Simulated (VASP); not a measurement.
# Li (R-3m) in VASP: further runs, part 2 of 2

VASP 6.6.1.

**3. Single point, PBEsol**

Input file INCAR:

```
ALGO = Normal
EDIFF = 1E-6
ENCUT = 520
GGA = PS
ISIF = 2
ISMEAR = -1
LASPH = True
LCHARG = False
LREAL = False
LWAVE = False
NBANDS = 10
NELM = 80
PREC = Accurate
SIGMA = 0.05
```

Input file KPOINTS:

```
k-points
0
Gamma
  13 13 13
```

Input file POSCAR:

```
Li
1.0
    1.4143014578     -0.8165473273      4.7159580337
    0.0000000000      1.6330946547      4.7159580337
   -1.4143014578     -0.8165473273      4.7159580337
Li
2
Direct
    0.2500000000      0.2500000000      0.2500000000
   -0.2500000000     -0.2500000000     -0.2500000000
```

Potentials or basis: VASP PAW PBE potentials, release 64 (Li_sv).

Started as:

```
cat potpaw_PBE.64/Li_sv/POTCAR > POTCAR
mpirun -np 1 vasp_std > vasp.out
```

OUTCAR:

```text
EDIFF = 1E-6
   ENCUT = 520
   GGA = PS
   ISIF = 2
   ISMEAR = -1
   LASPH = True
   LREAL = False
   NELM = 80
   PREC = Accurate

 ion  position               nearest neighbor table
   1  0.250  0.250  0.250-
   2  0.750  0.750  0.750-

  LATTYP: Found a trigonal (rhomboedric) cell.
 ALAT       =     4.9907172157
 COS(alpha) =     0.8393842801

  Lattice vectors:

 A1 = (   1.4143014578,  -0.8165473273,   4.7159580337)
 A2 = (   0.0000000000,   1.6330946547,   4.7159580337)
 A3 = (  -1.4143014578,  -0.8165473273,   4.7159580337)

Analysis of symmetry for initial positions (statically):
=====================================================================
 Subroutine PRICEL returns following result:

  LATTYP: Found a trigonal (rhomboedric) cell.
 ALAT       =     2.8682857589
 COS(alpha) =     0.5137393342

  Lattice vectors:

 A1 = (   0.0000000000,   1.6330946546,  -2.3579790169)
 A2 = (   1.4143014578,  -0.8165473274,  -2.3579790168)
 A3 = (  -1.4143014578,  -0.8165473274,  -2.3579790169)

   2 primitive cells build up your supercell.

 Routine SETGRP: Setting up the symmetry group for a
 trigonal (rhombohedral) supercell.

 Subroutine GETGRP returns: Found 12 space group operations
 (whereof 12 operations were pure point group operations)
 out of a pool of 12 trial point group operations.

The static configuration has the point symmetry D_3d.

Analysis of symmetry for dynamics (positions and initial velocities):
=====================================================================
 Subroutine PRICEL returns following result:

  LATTYP: Found a trigonal (rhomboedric) cell.
 ALAT       =     2.8682857589
 COS(alpha) =     0.5137393342

  Lattice vectors:

 A1 = (   0.0000000000,   1.6330946546,  -2.3579790169)
 A2 = (   1.4143014578,  -0.8165473274,  -2.3579790168)
 A3 = (  -1.4143014578,  -0.8165473274,  -2.3579790169)

   2 primitive cells build up your supercell.
[... 123 lines left out ...]
   IALGO  =     38    algorithm
   IMIX   =      4    mixing-type and parameters
     AMIX     =   0.40;   BMIX     =  1.00
     AMIX_MAG =   1.60;   BMIX_MAG =  1.00
  volume/ion in A,a.u.               =      16.34       110.26
  Fermi-wavevector in a.u.,A,eV,Ry     =   0.930487  1.758366 11.780012  0.865806
  Thomas-Fermi vector in A             =   2.056881
   LORBIT       =      0    0 simple, 1 ext, 2 COOP (PROOUT), +10 PAW based schemes
   GGA     = PS    functional components
   LHFCALC =     F    Hartree Fock is set to
   AEXX    =    0.0000 exact exchange contribution
   IVDW    =     0    specifies the selected vdW correction
   LEPSILON=     F    determine dielectric tensor
   LRPA    =     F    only Hartree local field effects (RPA)
 non-spin polarized calculation
  energy-cutoff  :      520.00
  volume of cell :       32.68
 maximum number of plane-waves:       894
 NGX is ok and might be reduce to    40
   NGX = 19   NGY = 19   NGZ = 19

 number of electron       6.0000001 magnetization

 Free energy of the ion-electron system (eV)
  ---------------------------------------------------
  ext. energy  EPLUGINS =         0.00000000
  ---------------------------------------------------
  free energy    TOTEN  =        -3.84831554 eV

  energy without entropy =       -3.83921149  energy(sigma->0) =       -3.84376351

 E-fermi :   1.3066     XC(G=0):  -7.5663

 val. band max:        1.3036496701   @ k =  -0.3077   0.2308  -0.0000
 cond. band min:       1.3091327654   @ k =   0.1538   0.0769   0.0000
 fundamental gap:      0.0054830954
 Fermi energy:         1.3065534625

 k-point     1 :       0.0000    0.0000    0.0000
  band No.  band energies     occupation
      1     -44.2892      2.00000
      2     -44.2483      2.00000
      3      -2.5288      2.00000
      4       1.0296      1.99217
      5       4.8295      0.00000
      6      16.2276      0.00000
      7      16.2276      0.00000
      8      17.5847      0.00000
      9      18.1517      0.00000
     10      18.1517      0.00000
[... 287 lines left out ...]
 k-point    24 :       0.4615    0.1538    0.0000
  band No.  band energies     occupation
      1     -44.2449      2.00000
      2     -44.2344      2.00000
      3       0.5786      2.00000
      4       3.1926      0.00000
      5       5.3555      0.00000
      6       8.7085      0.00000
      7       8.9322      0.00000
      8      10.9490      0.00000
      9      12.6117      0.00000
     10      13.8081      0.00000

 [... further k-points ...]
[... 5 lines left out ...]
  --------------------------------------------------------------------------------------
  -------------------------------------------------------------------------------------
  Total        0.8095102      0.8095102      0.8077864      0.0000000      0.0000000      0.0000000
  in kB       39.6906670     39.6906670     39.6061461      0.0000000      0.0000000      0.0000000
  external PRESSURE =      39.6624934 kB  Pullay stress =       0.0000000 kB

 VOLUME and BASIS-vectors are now :
 -----------------------------------------------------------------------------
  energy-cutoff  :      520.00
  volume of cell :       32.68
      direct lattice vectors                 reciprocal lattice vectors
     1.414301458 -0.816547327  4.715958034     0.353531418 -0.204111459  0.070681997
     0.000000000  1.633094655  4.715958034     0.000000000  0.408222919  0.070681997
    -1.414301458 -0.816547327  4.715958034    -0.353531418 -0.204111459  0.070681997

 POSITION                                       TOTAL-FORCE (eV/Angst)
 -----------------------------------------------------------------------------------
      0.00000      0.00000      3.53697         0.000000      0.000000      0.000000
      0.00000      0.00000     10.61091        -0.000000     -0.000000     -0.000000
 -----------------------------------------------------------------------------------
    total drift:                                0.000000      0.000000      0.000000

  FREE ENERGIE OF THE ION-ELECTRON SYSTEM (eV)
  ---------------------------------------------------
  free  energy   TOTEN  =        -3.8483155360 eV

  energy  without entropy=       -3.8392114900  energy(sigma->0) =       -3.84376351
```

Wall time 2.4 min (1 thread of Intel Xeon 8259CL, shared host); peak memory 0.24 GiB.

Results:

| Quantity | Value |
| --- | --- |
| Free energy | -3.8483 eV |
| Band gap on the k mesh | zero (bands 3 and 4 overlap by 4.25 eV) |

Caveat: the cutoff is under 1.25 times the usual one of these potentials, so pressure, stress and relaxed cells hold a basis-set (Pulay) error; the PAW data sets were made with another functional, which shifts forces and pressure a little.

**4. Relaxation of cell and atoms, PBEsol, target pressure 4.1 GPa, at which the enthalpy is minimised**

Input file INCAR:

```
PREC = Accurate ; ENCUT = 600
EDIFF = 1E-6 ; ISMEAR = -1
SIGMA = 0.05 ; LREAL = False
LASPH = True ; NELM = 100
ALGO = Normal ; ISIF = 3
LWAVE = False ; LCHARG = False
GGA = PS ; IBRION = 2
NSW = 32 ; EDIFFG = -0.005
PSTRESS = 41.0
```

Input file KPOINTS:

```
regular mesh
0
Gamma
  13 13 13
```

Input file POSCAR:

```
Li
1.0
    1.4143014578     -0.8165473273      4.7159580337
    0.0000000000      1.6330946547      4.7159580337
   -1.4143014578     -0.8165473273      4.7159580337
Li
2
Direct
    0.2500002984      0.2500002984      0.2500002984
   -0.2500002984     -0.2500002984     -0.2500002984
```

Started as:

```
cat potpaw_PBE.64/Li_sv/POTCAR > POTCAR
mpirun -np 1 vasp_std > vasp.out
```

It took 4.3 min on 1 thread of Intel Xeon 8259CL, shared host; peak memory 0.25 GiB.

Results (log left out):

- Free energy: -3.8434 eV
- Relaxed volume: 16.21 Å³/atom
- Relaxed cell: a = 4.977 Å, b = 4.977 Å, c = 4.977 Å, α = 32.93°, β = 32.93°, γ = 32.93°
- Space group after relaxing (to 0.1 Å): Fm-3m (No. 225)
- Energy change on relaxing (the run minimises the enthalpy): +3.2 meV/atom
- Ionic steps: 3
- Pressure after relaxing: 4.1 GPa
- Band gap on the k mesh: zero (bands 3 and 4 overlap by 4.26 eV)

Step by step:
| step | energy change (eV) | largest force (eV/Å) | pressure (GPa) | volume (Å³) |
| --- | --- | --- | --- | --- |
| 1 | 0.0000 | 0.0000 | 3.95 | 32.68 |
| 2 | 0.0018 | 0.0000 | 3.99 | 32.60 |
| 3 | 0.0064 | 0.0000 | 4.13 | 32.42 |

Final structure:
```yaml
crystal:
  lattice:
    - [1.41068, -0.81445, 4.70312]
    - [0.00000, 1.62891, 4.70312]
    - [-1.41068, -0.81445, 4.70312]
  atoms:
    - { symbol: Li, position: [0.25000, 0.25000, 0.25000] }
    - { symbol: Li, position: [0.75000, 0.75000, 0.75000] }
```

Levels at points of the mesh, in eV from the Fermi level:
```tsv
k point	band 1	band 2	band 3	band 4	band 5	band 6	band 7
(0.00, 0.00, 0.00)	-45.58	-45.54	-3.84	-0.28	3.55	15.00	15.00
```

Caveat: the cutoff is under 1.25 times the usual one of these potentials, so pressure, stress and relaxed cells hold a basis-set (Pulay) error; the cell is relaxed towards a set pressure, so the run minimises the enthalpy, not the energy; the PAW data sets were made with another functional, which shifts forces and pressure a little.
